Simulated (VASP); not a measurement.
Crystal: RbBr.

```
Rb Br
1.0
     4.12793    0.00000    0.00000
     0.00000    4.12793    0.00000
     0.00000    0.00000    4.09325
Rb Br
1 1
Direct
  0.00000 0.00000 0.00000
  0.50000 0.50000 0.50000
```

This cell differs from its parent crystal: uniaxial z strain -0.8%.

Base run:

```yaml
Program: VASP 6.6.1
Functional: r2SCAN
Potentials_or_basis: VASP PAW PBE potentials, release 64 (Rb_sv, Br)
Cutoff: 550 eV
k_mesh: 6 × 6 × 6
Occupations: gaussian, width 0.01 eV
Spin: no spin polarisation
```

Its results: band gap on the k mesh 4.83 eV (least direct gap 4.98 eV); pressure 0.2 GPa.

Task: The run is repeated on the same cell with these changes: functional from r2SCAN to HSE06; cutoff from 550 eV to 400 eV; k mesh from 6 × 6 × 6 to 4 × 4 × 4. What comes out?

Result: Band gap on the k mesh 5.26 eV (least direct gap 5.42 eV); pressure 0.6 GPa.

Several settings changed at once.

Caveats: the PAW data sets were made with another functional, which shifts forces and pressure a little.

A k mesh can miss the band edges.
